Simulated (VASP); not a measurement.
# Ni (Fd-3m) in VASP: a series of runs

Ni is run at these levels: revPBE; tasks: single point.

Program: VASP 6.6.1. These are calculated values, not measurements. Logs are shortened: lines on timing, memory, paths and dates and some standing lists are left out, and cuts for length are marked.

## Step 1: The cell of the first run

It takes space group Fd-3m (No. 227, cubic). Conventional cell: a = 5.005 Å, b = 5.005 Å, c = 5.005 Å, α = 90.00°, β = 90.00°, γ = 90.00°. Ni (site symmetry -43m) has 4 Ni at 2.17 Å within 2.9 Å.

## Step 2: Single point, revPBE, collinear spin, ferromagnetic start (volume scaled by 0.92)

Input file INCAR:

```
PREC = Accurate ; ENCUT = 520
EDIFF = 1E-6 ; ISMEAR = -1
SIGMA = 0.05 ; LREAL = F
LASPH = T ; NELM = 150
ALGO = Normal ; ISIF = 2
LWAVE = F ; LCHARG = T
ISPIN = 2 ; MAGMOM = -0.849 -0.849
LORBIT = 11 ; LMAXMIX = 4
GGA = RE ; LELF = T
LVHAR = T ; NBANDS = 21
```

Input file KPOINTS:

```
Automatic mesh
0
Gamma
  12 12 12
```

Input file POSCAR:

```
Ni
1.0
    0.0000000000      2.5023773811      2.5023773811
    2.5023773811      0.0000000000      2.5023773811
    2.5023773811      2.5023773811      0.0000000000
Ni
2
Direct
    0.1250000000      0.1250000000      0.1250000000
    0.8750000000      0.8750000000      0.8750000000
```

Potentials or basis: VASP PAW PBE potentials, release 64 (Ni).

Command:

```
$ cat potpaw_PBE.64/Ni/POTCAR > POTCAR
$ mpirun -np 1 vasp_std > vasp.out
```

OUTCAR:

```text
PREC = Accurate
   ENCUT = 520
   EDIFF = 1E-6
   ISMEAR = -1
   LREAL = F
   LASPH = T
   NELM = 150
   ISIF = 2
   ISPIN = 2
   LORBIT = 11
   GGA = RE

 ion  position               nearest neighbor table
   1  0.125  0.125  0.125-   2 2.17   2 2.17   2 2.17   2 2.17
   2  0.875  0.875  0.875-   1 2.17   1 2.17   1 2.17   1 2.17

  LATTYP: Found a face centered cubic cell.
 ALAT       =     5.0047547622

  Lattice vectors:

 A1 = (   0.0000000000,   2.5023773811,   2.5023773811)
 A2 = (   2.5023773811,   0.0000000000,   2.5023773811)
 A3 = (   2.5023773811,   2.5023773811,   0.0000000000)

Analysis of symmetry for initial positions (statically):
=====================================================================
 Subroutine PRICEL returns:
 Original cell was already a primitive cell.

 Routine SETGRP: Setting up the symmetry group for a
 face centered cubic supercell.

 Subroutine GETGRP returns: Found 48 space group operations
 (whereof 12 operations were pure point group operations)
 out of a pool of 48 trial point group operations.

The static configuration has the point symmetry D_3d.
 The point group associated with its full space group is O_h .

Analysis of symmetry for dynamics (positions and initial velocities):
=====================================================================
 Subroutine PRICEL returns:
 Original cell was already a primitive cell.

 Routine SETGRP: Setting up the symmetry group for a
 face centered cubic supercell.

 Subroutine GETGRP returns: Found 48 space group operations
 (whereof 12 operations were pure point group operations)
 out of a pool of 48 trial point group operations.

The dynamic configuration has the point symmetry D_3d.
 The point group associated with its full space group is O_h .

Analysis of structural, dynamic, and magnetic symmetry:
=====================================================================
 Subroutine PRICEL returns:
 Original cell was already a primitive cell.

 Routine SETGRP: Setting up the symmetry group for a
 face centered cubic supercell.

 Subroutine GETGRP returns: Found 48 space group operations
 (whereof 12 operations were pure point group operations)
 out of a pool of 48 trial point group operations.

The overall configuration has the point symmetry D_3d.
 The point group associated with its full space group is O_h .

 Subroutine INISYM returns: Found 48 space group operations
 (whereof 12 operations are pure point group operations),
 and found     1 'primitive' translations

----------------------------------------------------------------------------------------

                                     Primitive cell

  volume of cell :      31.3392

  direct lattice vectors                    reciprocal lattice vectors
     0.000000000  2.502377381  2.502377381    -0.199809990  0.199809990  0.199809990
     2.502377381  0.000000000  2.502377381     0.199809990 -0.199809990  0.199809990
     2.502377381  2.502377381  0.000000000     0.199809990  0.199809990 -0.199809990

  length of vectors
     3.538896031  3.538896031  3.538896031     0.346081055  0.346081055  0.346081055

  position of ions in fractional coordinates (direct lattice)
     0.125000000  0.125000000  0.125000000
     0.875000000  0.875000000  0.875000000

  ion indices of the primitive-cell ions
   primitive index   ion index
                 1           1
                 2           2

----------------------------------------------------------------------------------------

 KPOINTS: Automatic mesh

Automatic generation of k-mesh.
 Grid dimensions read from file:
 generate k-points for:   12   12   12

 Generating k-lattice:

  Cartesian coordinates                     Fractional coordinates (reciprocal lattice)
    -0.016650833  0.016650833  0.016650833     0.083333333  0.000000000  0.000000000
     0.016650833 -0.016650833  0.016650833     0.000000000  0.083333333  0.000000000
     0.016650833  0.016650833 -0.016650833     0.000000000  0.000000000  0.083333333

  Length of vectors
     0.028840088  0.028840088  0.028840088

  Shift w.r.t. Gamma in fractional coordinates (k-lattice)
     0.000000000  0.000000000  0.000000000

 Subroutine IBZKPT returns following result:
 ===========================================

 Found     72 irreducible k-points:

 Following reciprocal coordinates:
            Coordinates               Weight
  0.000000  0.000000  0.000000      1.000000
  0.083333  0.000000  0.000000      8.000000
  0.166667  0.000000  0.000000      8.000000
  0.250000  0.000000  0.000000      8.000000
  0.333333  0.000000  0.000000      8.000000
  0.416667  0.000000  0.000000      8.000000
[... 16 lines left out ...]
  0.500000  0.166667  0.000000     24.000000
 -0.416667  0.166667  0.000000     24.000000
 [... further k-points ...]
   k-points           NKPTS =     72   k-points in BZ     NKDIM =     72   number of bands    NBANDS=     21
   number of dos      NEDOS =    301   number of ions     NIONS =      2
   total plane-waves  NPLWV =  21952
   dimension x,y,z NGX =    28 NGY =   28 NGZ =   28
   dimension x,y,z NGXF=    56 NGYF=   56 NGZF=   56
   ions per type =               2
   NGX,Y,Z   is equivalent  to a cutoff of  13.15, 13.15, 13.15 a.u.
   NGXF,Y,Z  is equivalent  to a cutoff of  26.31, 26.31, 26.31 a.u.
 SYSTEM =  unknown system
   PREC   = accura    normal or accurate (medium, high low for compatibility)
   ISTART =      0    job   : 0-new  1-cont  2-samecut
   ICHARG =      2    charge: 1-file 2-atom 10-const
   ISPIN  =      2    spin polarized calculation?
   LNONCOLLINEAR =      F non collinear calculations
   LSORBIT =      F    spin-orbit coupling
   LASPH  =      T    aspherical Exc in radial PAW
   ENCUT  =  520.0 eV  38.22 Ry    6.18 a.u.   6.58  6.58  6.58*2*pi/ulx,y,z
   NELM   =    150;   NELMIN=  2; NELMDL= -5     # of ELM steps
   EDIFF  = 0.1E-05   stopping-criterion for ELM
   LREAL  =      F    real-space projection
   EDIFFG = 0.1E-04   stopping-criterion for IOM
   NSW    =      0    number of steps for IOM
   IBRION =     -1    ionic relax: 0-MD 1-quasi-New 2-CG
   NFREE  =      0    steps in history (QN), initial steepest desc. (CG)
   ISIF   =      2    stress and relaxation
   ISYM   =      2    0-nonsym 1-usesym 2-fastsym
   POTIM  = 0.5000    time-step for ionic-motion
   TEBEG  =    0.0;   TEEND  =   0.0 temperature during run
   PSTRESS=    0.0 pullay stress
   NELECT =      20.0000    total number of electrons
   NUPDOWN=      -1.0000    fix difference up-down
   EMIN   =  10.00;   EMAX   =-10.00  energy-range for DOS
   EFERMI =   0.00;   METHOD = LEGACY
   ISMEAR =    -1;   SIGMA  =   0.05  broadening in eV -4-tet -1-fermi 0-gaus
   EFERMI_NEDOS =   21; number of points for ismear=-14 and -15
   IALGO  =     38    algorithm
   IMIX   =      4    mixing-type and parameters
     AMIX     =   0.40;   BMIX     =  1.00
     AMIX_MAG =   1.60;   BMIX_MAG =  1.00
  volume/ion in A,a.u.               =      15.67       105.74
  Fermi-wavevector in a.u.,A,eV,Ry     =   1.409468  2.663509 27.029352  1.986601
  Thomas-Fermi vector in A             =   2.531521
   LORBIT       =     11    0 simple, 1 ext, 2 COOP (PROOUT), +10 PAW based schemes
   GGA     = RE    functional components
   LHFCALC =     F    Hartree Fock is set to
   AEXX    =    0.0000 exact exchange contribution
   IVDW    =     0    specifies the selected vdW correction
   LEPSILON=     F    determine dielectric tensor
   LRPA    =     F    only Hartree local field effects (RPA)
 spin polarized calculation
  energy-cutoff  :      520.00
  volume of cell :       31.34
 maximum number of plane-waves:       872
 NGX is ok and might be reduce to    28
   NGX = 13   NGY = 13   NGZ = 13

 number of electron      19.9999995 magnetization      -1.5531501

 Free energy of the ion-electron system (eV)
  ---------------------------------------------------
  ext. energy  EPLUGINS =         0.00000000
  ---------------------------------------------------
  free energy    TOTEN  =        -7.77481978 eV

  energy without entropy =       -7.74704313  energy(sigma->0) =       -7.76093145

 E-fermi :   5.3677     XC(G=0): -10.8513

 val. band max:        5.3677263610   @ k =   0.4167   0.4167   0.0000
 cond. band min:       5.3713212158   @ k =   0.5000   0.1667   0.0000
 fundamental gap:      0.0035948548
 Fermi energy:         5.3677299992

 spin component 1

 k-point     1 :       0.0000    0.0000    0.0000
  band No.  band energies     occupation
      1      -1.4893      1.00000
      2       2.7313      1.00000
      3       2.7313      1.00000
      4       2.8041      1.00000
      5       2.8041      1.00000
      6       2.8041      1.00000
[... 13 lines left out ...]
     20      22.7442      0.00000
     21      22.7442      0.00000
[... 529 lines left out ...]
 k-point    24 :      -0.4167    0.1667    0.0000
  band No.  band energies     occupation
      1       1.8803      1.00000
      2       2.4198      1.00000
      3       2.6551      1.00000
      4       2.7606      1.00000
      5       3.1090      1.00000
      6       3.2650      1.00000
[... 13 lines left out ...]
     20      25.3152      0.00000
     21      26.3679      0.00000

 [... further k-points ...]

 spin component 2

 k-point     1 :       0.0000    0.0000    0.0000
  band No.  band energies     occupation
      1      -1.4617      1.00000
      2       2.0024      1.00000
      3       2.0024      1.00000
      4       2.0590      1.00000
      5       2.0590      1.00000
      6       2.0590      1.00000
[... 13 lines left out ...]
     20      22.7897      0.00000
     21      22.7897      0.00000
[... 529 lines left out ...]
 k-point    24 :      -0.4167    0.1667    0.0000
  band No.  band energies     occupation
      1       1.5297      1.00000
      2       1.8093      1.00000
      3       1.8997      1.00000
      4       2.0700      1.00000
      5       2.3845      1.00000
      6       2.5140      1.00000
[... 13 lines left out ...]
     20      25.2918      0.00000
     21      26.3215      0.00000

 [... further k-points ...]

------------------------ aborting loop because EDIFF is reached ----------------------------------------

  FORCE on cell =-STRESS in cart. coord.  units (eV):
  Direction    XX          YY          ZZ          XY          YZ          ZX
  --------------------------------------------------------------------------------------
  -------------------------------------------------------------------------------------
  Total        1.6341366      1.6341366      1.6341366     -0.0000000      0.0000000      0.0000000
  in kB       83.5430901     83.5430901     83.5430901     -0.0000000      0.0000000      0.0000000
  external PRESSURE =      83.5430901 kB  Pullay stress =       0.0000000 kB

 VOLUME and BASIS-vectors are now :
 -----------------------------------------------------------------------------
  energy-cutoff  :      520.00
  volume of cell :       31.34
      direct lattice vectors                 reciprocal lattice vectors
     0.000000000  2.502377381  2.502377381    -0.199809990  0.199809990  0.199809990
     2.502377381  0.000000000  2.502377381     0.199809990 -0.199809990  0.199809990
     2.502377381  2.502377381  0.000000000     0.199809990  0.199809990 -0.199809990

 POSITION                                       TOTAL-FORCE (eV/Angst)
 -----------------------------------------------------------------------------------
      0.62559      0.62559      0.62559         0.000000      0.000000      0.000000
      4.37916      4.37916      4.37916         0.000000     -0.000000     -0.000000
 -----------------------------------------------------------------------------------
    total drift:                                0.000000      0.000000     -0.000000

  FREE ENERGIE OF THE ION-ELECTRON SYSTEM (eV)
  ---------------------------------------------------
  free  energy   TOTEN  =        -7.7748197787 eV

  energy  without entropy=       -7.7470431252  energy(sigma->0) =       -7.76093145

 total charge

# of ion       s       p       d       tot
------------------------------------------
    1        0.556   0.374   8.353   9.284
    2        0.556   0.374   8.353   9.284
--------------------------------------------------
tot          1.113   0.749  16.706  18.567

 magnetization (x)

# of ion       s       p       d       tot
------------------------------------------
    1        0.016   0.020  -0.817  -0.781
    2        0.016   0.020  -0.817  -0.781
--------------------------------------------------
tot          0.032   0.039  -1.633  -1.562
```

Wall time 2.2 min (1 thread of Intel Xeon Platinum 8259CL at 2.50GHz (Skylake/Cascade Lake), shared host); peak memory 0.21 GiB.

Results:

* Free energy: -7.7748 eV
* Pressure: 8.4 GPa
* Net moment: -1.55 μB per cell
* Site moments: Ni -0.78 μB
* Valence electrons inside the program's atomic spheres: Ni 9.28

Caveat: the PAW data sets were made with another functional, which shifts forces and pressure a little.

[end of part 1 of 2]
